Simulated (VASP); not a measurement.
ScInF4, 6 atoms in the cell. Symmetry: P4/mmm, No. 123, tetragonal system. The conventional cell has a = 4.158 Å, b = 4.158 Å, c = 6.649 Å, α = 90.00°, β = 90.00°, γ = 90.00°. Sc (site symmetry 4/mmm) has 16 F at 3.19 to 3.92 Å and 4 Sc at 4.16 Å within 4.2 Å. Within 2.8 Å of In (site symmetry 4/mmm) lie 6 F at 2.08 to 2.10 Å. F (site symmetry 4mm) has 1 In at 2.10 Å and 1 F at 2.45 Å within 2.8 Å. Within 2.8 Å of F (site symmetry mmm) lie 2 In at 2.08 Å. 

```yaml
Program: VASP 6.6.1
Task: relaxation of cell and atoms
Functional: PBE
Potentials_or_basis: VASP PAW PBE potentials, release 64 (Sc_sv, In_d, F)
Cutoff: 600 eV
k_mesh: 10 × 10 × 6
Occupations: gaussian, width 0.1 eV
Spin: no spin polarisation
Dipole_correction: no
Further_INCAR_settings: ALGO = Normal; EDIFF = 1e-07; IBRION = 2; EDIFFG = -0.01; NSW = 100; ISIF = 3
```

Potentials or basis: VASP PAW PBE potentials, release 64 (Sc_sv, In_d, F).

Command:

```sh
$ cat potpaw_PBE.64/Sc_sv/POTCAR potpaw_PBE.64/In_d/POTCAR potpaw_PBE.64/F/POTCAR > POTCAR
$ mpirun -np 1 vasp_std > vasp.out
```

Hardware: 1 thread of Intel(R) Xeon(R) Platinum 8375C CPU @ 2.90GHz (Ice Lake) (shared host).

Task: Estimate the wall time of this run.

Result: It took 33 min on 1 thread of Intel(R) Xeon(R) Platinum 8375C CPU @ 2.90GHz (Ice Lake), on a shared host, peak memory 0.51 GiB. Counts: scf iterations 81, k points 84, ion steps 7.
